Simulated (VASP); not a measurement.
# ZnS (F-43m) in VASP: notebook

Runs on ZnS. Level: LDA. Tasks: single point.

All numbers are computed with VASP 6.6.1; they aren't measurements. Logs are shortened: lines on timing, memory, paths and dates and some standing lists are left out, and cuts for length are marked.

### 1 The cell of the first run

The structure is cubic, space group F-43m (No. 216). Conventional cell: a = 5.404 Å, b = 5.404 Å, c = 5.404 Å, α = 90.00°, β = 90.00°, γ = 90.00°. Within 3.1 Å of Zn (site symmetry -43m) lie 4 S at 2.34 Å. S (site symmetry -43m) has 4 Zn at 2.34 Å within 3.1 Å.

### 2 Single point, LDA

INCAR reads:

```
PREC = Accurate
ENCUT = 500
EDIFF = 1E-6
ISMEAR = 0
SIGMA = 0.1
LREAL = False
LASPH = True
NELM = 120
ALGO = Normal
ISIF = 2
LWAVE = False
LCHARG = False
NBANDS = 16
GGA_COMPAT = False
```

KPOINTS reads:

```
regular mesh
0
Gamma
  6 6 6
```

POSCAR reads:

```
ZnS
1.0
    0.0000000000      2.7020000000      2.7020000000
    2.7020000000      0.0000000000      2.7020000000
    2.7020000000      2.7020000000      0.0000000000
Zn S
1 1
Direct
    0.2500000000      0.2500000000      0.2500000000
    0.0000000000      0.0000000000      0.0000000000
```

Potentials or basis: VASP PAW LDA potentials, release 64 (Zn, S).

Launch:

```
$ cat potpaw_LDA.64/Zn/POTCAR potpaw_LDA.64/S/POTCAR > POTCAR
$ mpirun -np 1 vasp_std > vasp.out
```

OUTCAR:

```text
PREC = Accurate
   ENCUT = 500
   EDIFF = 1E-6
   ISMEAR = 0
   LREAL = False
   LASPH = True
   NELM = 120
   ISIF = 2

 ion  position               nearest neighbor table
   1  0.250  0.250  0.250-   2 2.34   2 2.34   2 2.34   2 2.34
   2  0.000  0.000  0.000-   1 2.34   1 2.34   1 2.34   1 2.34

  LATTYP: Found a face centered cubic cell.
 ALAT       =     5.4040000000

  Lattice vectors:

 A1 = (   0.0000000000,   2.7020000000,   2.7020000000)
 A2 = (   2.7020000000,   0.0000000000,   2.7020000000)
 A3 = (   2.7020000000,   2.7020000000,   0.0000000000)

Analysis of symmetry for initial positions (statically):
=====================================================================
 Subroutine PRICEL returns:
 Original cell was already a primitive cell.

 Routine SETGRP: Setting up the symmetry group for a
 face centered cubic supercell.

 Subroutine GETGRP returns: Found 24 space group operations
 (whereof 24 operations were pure point group operations)
 out of a pool of 48 trial point group operations.

The static configuration has the point symmetry T_d .

Analysis of symmetry for dynamics (positions and initial velocities):
=====================================================================
 Subroutine PRICEL returns:
 Original cell was already a primitive cell.

 Routine SETGRP: Setting up the symmetry group for a
 face centered cubic supercell.

 Subroutine GETGRP returns: Found 24 space group operations
 (whereof 24 operations were pure point group operations)
 out of a pool of 48 trial point group operations.

The dynamic configuration has the point symmetry T_d .

 Subroutine INISYM returns: Found 24 space group operations
 (whereof 24 operations are pure point group operations),
 and found     1 'primitive' translations

----------------------------------------------------------------------------------------

                                     Primitive cell

  volume of cell :      39.4535

  direct lattice vectors                    reciprocal lattice vectors
     0.000000000  2.702000000  2.702000000    -0.185048113  0.185048113  0.185048113
     2.702000000  0.000000000  2.702000000     0.185048113 -0.185048113  0.185048113
     2.702000000  2.702000000  0.000000000     0.185048113  0.185048113 -0.185048113

  length of vectors
     3.821205046  3.821205046  3.821205046     0.320512733  0.320512733  0.320512733

  position of ions in fractional coordinates (direct lattice)
     0.250000000  0.250000000  0.250000000
     0.000000000  0.000000000  0.000000000

  ion indices of the primitive-cell ions
   primitive index   ion index
                 1           1
                 2           2

----------------------------------------------------------------------------------------

 KPOINTS: regular mesh

Automatic generation of k-mesh.
 Grid dimensions read from file:
 generate k-points for:    6    6    6

 Generating k-lattice:

  Cartesian coordinates                     Fractional coordinates (reciprocal lattice)
    -0.030841352  0.030841352  0.030841352     0.166666667  0.000000000  0.000000000
     0.030841352 -0.030841352  0.030841352     0.000000000  0.166666667  0.000000000
     0.030841352  0.030841352 -0.030841352     0.000000000  0.000000000  0.166666667

  Length of vectors
     0.053418789  0.053418789  0.053418789

  Shift w.r.t. Gamma in fractional coordinates (k-lattice)
     0.000000000  0.000000000  0.000000000

 Subroutine IBZKPT returns following result:
 ===========================================

 Found     16 irreducible k-points:

 Following reciprocal coordinates:
            Coordinates               Weight
  0.000000  0.000000  0.000000      1.000000
  0.166667  0.000000  0.000000      8.000000
  0.333333  0.000000  0.000000      8.000000
  0.500000  0.000000  0.000000      4.000000
  0.166667  0.166667  0.000000      6.000000
  0.333333  0.166667  0.000000     24.000000
[... 8 lines left out ...]
 -0.333333  0.333333  0.166667     24.000000
 -0.333333  0.500000  0.166667     12.000000
   k-points           NKPTS =     16   k-points in BZ     NKDIM =     16   number of bands    NBANDS=     16
   number of dos      NEDOS =    301   number of ions     NIONS =      2
   total plane-waves  NPLWV =  21952
   dimension x,y,z NGX =    28 NGY =   28 NGZ =   28
   dimension x,y,z NGXF=    56 NGYF=   56 NGZF=   56
   ions per type =               1   1
   NGX,Y,Z   is equivalent  to a cutoff of  12.18, 12.18, 12.18 a.u.
   NGXF,Y,Z  is equivalent  to a cutoff of  24.36, 24.36, 24.36 a.u.
 SYSTEM =  unknown system
   PREC   = accura    normal or accurate (medium, high low for compatibility)
   ISTART =      0    job   : 0-new  1-cont  2-samecut
   ICHARG =      2    charge: 1-file 2-atom 10-const
   ISPIN  =      1    spin polarized calculation?
   LNONCOLLINEAR =      F non collinear calculations
   LSORBIT =      F    spin-orbit coupling
   LASPH  =      T    aspherical Exc in radial PAW
   ENCUT  =  500.0 eV  36.75 Ry    6.06 a.u.   6.97  6.97  6.97*2*pi/ulx,y,z
   NELM   =    120;   NELMIN=  2; NELMDL= -5     # of ELM steps
   EDIFF  = 0.1E-05   stopping-criterion for ELM
   LREAL  =      F    real-space projection
   EDIFFG = 0.1E-04   stopping-criterion for IOM
   NSW    =      0    number of steps for IOM
   IBRION =     -1    ionic relax: 0-MD 1-quasi-New 2-CG
   NFREE  =      0    steps in history (QN), initial steepest desc. (CG)
   ISIF   =      2    stress and relaxation
   ISYM   =      2    0-nonsym 1-usesym 2-fastsym
   POTIM  = 0.5000    time-step for ionic-motion
   TEBEG  =    0.0;   TEEND  =   0.0 temperature during run
   PSTRESS=    0.0 pullay stress
   NELECT =      18.0000    total number of electrons
   NUPDOWN=      -1.0000    fix difference up-down
   EMIN   =  10.00;   EMAX   =-10.00  energy-range for DOS
   EFERMI =   0.00;   METHOD = LEGACY
   ISMEAR =     0;   SIGMA  =   0.10  broadening in eV -4-tet -1-fermi 0-gaus
   EFERMI_NEDOS =   21; number of points for ismear=-14 and -15
   IALGO  =     38    algorithm
   IMIX   =      4    mixing-type and parameters
     AMIX     =   0.40;   BMIX     =  1.00
     AMIX_MAG =   1.60;   BMIX_MAG =  1.00
  volume/ion in A,a.u.               =      19.73       133.12
  Fermi-wavevector in a.u.,A,eV,Ry     =   1.260290  2.381602 21.610537  1.588330
  Thomas-Fermi vector in A             =   2.393807
   LORBIT       =      0    0 simple, 1 ext, 2 COOP (PROOUT), +10 PAW based schemes
   GGA     = CA    functional components
   LHFCALC =     F    Hartree Fock is set to
   AEXX    =    0.0000 exact exchange contribution
   IVDW    =     0    specifies the selected vdW correction
   LEPSILON=     F    determine dielectric tensor
   LRPA    =     F    only Hartree local field effects (RPA)
 non-spin polarized calculation
 Gauss-broadening in eV      SIGMA  =   0.10
  energy-cutoff  :      500.00
  volume of cell :       39.45
 maximum number of plane-waves:      1018
   NGX = 13   NGY = 13   NGZ = 13

 number of electron      18.0000000 magnetization

 Free energy of the ion-electron system (eV)
  ---------------------------------------------------
  ext. energy  EPLUGINS =         0.00000000
  ---------------------------------------------------
  free energy    TOTEN  =        -8.17317833 eV

  energy without entropy =       -8.17317833  energy(sigma->0) =       -8.17317833

 E-fermi :   2.3691     XC(G=0): -10.0384

 val. band max:        1.9281660980   @ k =   0.0000   0.0000   0.0000
 cond. band min:       3.8153408075   @ k =   0.0000   0.0000   0.0000
 fundamental gap:      1.8871747095
 Fermi energy:         2.3691475457

 k-point     1 :       0.0000    0.0000    0.0000
  band No.  band energies     occupation
      1     -11.1806      2.00000
      2      -4.5712      2.00000
      3      -4.5712      2.00000
      4      -4.5712      2.00000
      5      -4.0902      2.00000
      6      -4.0902      2.00000
[... 8 lines left out ...]
     15      13.6797      0.00000
     16      13.6797      0.00000

 k-point     2 :       0.1667    0.0000    0.0000
  band No.  band energies     occupation
      1     -10.9734      2.00000
      2      -4.5633      2.00000
      3      -4.5365      2.00000
      4      -4.5365      2.00000
      5      -4.0922      2.00000
      6      -4.0922      2.00000
[... 8 lines left out ...]
     15      12.8325      0.00000
     16      14.3080      0.00000

 k-point     3 :       0.3333    0.0000    0.0000
  band No.  band energies     occupation
      1     -10.5020      2.00000
      2      -4.4794      2.00000
      3      -4.4794      2.00000
      4      -4.4028      2.00000
      5      -4.0788      2.00000
      6      -4.0788      2.00000
[... 8 lines left out ...]
     15      13.4337      0.00000
     16      13.4812      0.00000

 k-point     4 :       0.5000    0.0000    0.0000
  band No.  band energies     occupation
      1     -10.2280      2.00000
      2      -4.4594      2.00000
      3      -4.4594      2.00000
      4      -4.0604      2.00000
      5      -4.0604      2.00000
      6      -3.8818      2.00000
[... 8 lines left out ...]
     15      15.3126      0.00000
     16      15.3126      0.00000
[... 172 lines left out ...]
 k-point    14 :       0.5000    0.3333    0.1667
  band No.  band energies     occupation
      1     -10.1748      2.00000
      2      -4.4765      2.00000
      3      -4.3975      2.00000
      4      -4.2798      2.00000
      5      -4.0671      2.00000
      6      -4.0102      2.00000
[... 8 lines left out ...]
     15      15.7477      0.00000
     16      16.4191      0.00000

 k-point    15 :      -0.3333    0.3333    0.1667
  band No.  band energies     occupation
      1      -9.9885      2.00000
      2      -4.4401      2.00000
      3      -4.3566      2.00000
      4      -4.1425      2.00000
      5      -4.0978      2.00000
      6      -3.7654      2.00000
[... 8 lines left out ...]
     15      15.5024      0.00000
     16      16.2924      0.00000

 k-point    16 :      -0.3333    0.5000    0.1667
  band No.  band energies     occupation
      1      -9.9033      2.00000
      2      -4.4780      2.00000
      3      -4.2883      2.00000
      4      -4.1992      2.00000
      5      -4.0669      2.00000
      6      -3.7253      2.00000
[... 8 lines left out ...]
     15      15.8148      0.00000
     16      16.5987      0.00000

------------------------ aborting loop because EDIFF is reached ----------------------------------------

  FORCE on cell =-STRESS in cart. coord.  units (eV):
  Direction    XX          YY          ZZ          XY          YZ          ZX
  --------------------------------------------------------------------------------------
  -------------------------------------------------------------------------------------
  Total       -1.0660610     -1.0660610     -1.0660610      0.0000000      0.0000000      0.0000000
  in kB      -43.2918977    -43.2918977    -43.2918977      0.0000000      0.0000000      0.0000000
  external PRESSURE =     -43.2918977 kB  Pullay stress =       0.0000000 kB

 VOLUME and BASIS-vectors are now :
 -----------------------------------------------------------------------------
  energy-cutoff  :      500.00
  volume of cell :       39.45
      direct lattice vectors                 reciprocal lattice vectors
     0.000000000  2.702000000  2.702000000    -0.185048113  0.185048113  0.185048113
     2.702000000  0.000000000  2.702000000     0.185048113 -0.185048113  0.185048113
     2.702000000  2.702000000  0.000000000     0.185048113  0.185048113 -0.185048113

 POSITION                                       TOTAL-FORCE (eV/Angst)
 -----------------------------------------------------------------------------------
      1.35100      1.35100      1.35100        -0.000000     -0.000000     -0.000000
      0.00000      0.00000      0.00000         0.000000      0.000000      0.000000
 -----------------------------------------------------------------------------------
    total drift:                               -0.000000     -0.000000     -0.000000

  FREE ENERGIE OF THE ION-ELECTRON SYSTEM (eV)
  ---------------------------------------------------
  free  energy   TOTEN  =        -8.1731783329 eV

  energy  without entropy=       -8.1731783329  energy(sigma->0) =       -8.17317833
```

Wall time 5.3 s (1 thread of AMD EPYC 9R45 (Zen 5), shared host); peak memory 0.11 GiB.

Results:

- Free energy: -8.1732 eV
- Pressure: -4.3 GPa
- Band gap on the k mesh: 1.89 eV

Caveat: the cell stands under tension. As with any semilocal functional, this LDA gap is likely too small.

### 3 Single point, LDA (16.91 Å³/atom)

This run uses another cell than the first one, of 16.91 Å³/atom.

INCAR reads:

```
PREC = Accurate
ENCUT = 500
EDIFF = 1E-6
ISMEAR = 0
SIGMA = 0.02
LREAL = F
LASPH = T
NELM = 120
ALGO = Normal
ISIF = 2
LWAVE = F
LCHARG = F
NBANDS = 16
GGA_COMPAT = F
```

KPOINTS reads:

```
Automatic mesh
0
Gamma
  10 10 10
```

POSCAR reads:

```
ZnS
1.0
    0.0000000000      2.5665045534      2.5665045534
    2.5665045534      0.0000000000      2.5665045534
    2.5665045534      2.5665045534      0.0000000000
Zn S
1 1
Direct
    0.2500000000      0.2500000000      0.2500000000
    0.0000000000      0.0000000000      0.0000000000
```

Potentials or basis: VASP PAW LDA potentials, release 64 (Zn, S).

Launch:

```
$ cat potpaw_LDA.64/Zn/POTCAR potpaw_LDA.64/S/POTCAR > POTCAR
$ mpirun -np 1 vasp_std > vasp.out
```

Run time: 14 s. Hardware: 1 thread of AMD EPYC 9R45 (Zen 5), shared host; peak memory 0.12 GiB.

It converged, with:

```
Free energy            : -8.1045 eV
Pressure               : 10.4 GPa
Band gap on the k mesh : 2.60 eV
```

Levels at points of the mesh, in eV from the valence-band top:
```
           k point  band 6  band 7  band 8  band 9  band 10  band 11  band 12  band 13
(0.00, 0.00, 0.00)   -6.58    0.00    0.00    0.00     2.60     6.10     6.10     6.10
(0.50, 0.00, 0.00)   -6.53   -6.25   -1.13   -1.13     3.40     6.66     6.66     9.14
(0.50, 0.50, 0.00)   -6.29   -5.32   -2.86   -2.86     2.82     3.80    11.93    12.86
```

Caveat: the cell stands under pressure.

### 4 Single point, LDA (17.46 Å³/atom)

This run uses another cell than the first one, of 17.46 Å³/atom.

INCAR reads:

```
  PREC = Accurate
  ENCUT = 500
  EDIFF = 1E-6
  ISMEAR = 0
  SIGMA = 0.02
  LREAL = F
  LASPH = T
  NELM = 120
  ALGO = Normal
  ISIF = 2
  LWAVE = F
  LCHARG = F
  NBANDS = 16
  GGA_COMPAT = F
```

KPOINTS reads:

```
regular mesh
0
Gamma
  10 10 10
```

POSCAR reads:

```
ZnS
1.0
    0.0000000000      2.5944035278      2.5944035278
    2.5944035278      0.0000000000      2.5944035278
    2.5944035278      2.5944035278      0.0000000000
Zn S
1 1
Direct
    0.2500000000      0.2500000000      0.2500000000
    0.0000000000      0.0000000000      0.0000000000
```

Launch:

```
$ cat potpaw_LDA.64/Zn/POTCAR potpaw_LDA.64/S/POTCAR > POTCAR
$ mpirun -np 1 vasp_std > vasp.out
```

Wall time 14 s (1 thread of AMD EPYC 9R45 (Zen 5), shared host); peak memory 0.12 GiB.

Results (log left out):

```
Free energy            : -8.1630 eV
Pressure               : 6.4 GPa
Band gap on the k mesh : 2.45 eV
```

Levels at points of the mesh, in eV from the valence-band top:
| k point | band 7 | band 8 | band 9 | band 10 | band 11 | band 12 |
| --- | --- | --- | --- | --- | --- | --- |
| (0.00, 0.00, 0.00) | 0.00 | 0.00 | 0.00 | 2.45 | 6.14 | 6.14 |
| (0.50, 0.00, 0.00) | -6.11 | -1.07 | -1.07 | 3.35 | 6.70 | 6.70 |
| (0.50, 0.50, 0.00) | -5.17 | -2.72 | -2.72 | 2.91 | 3.84 | 11.66 |

Caveat: the cell stands under pressure.

[end of part 1 of 2]
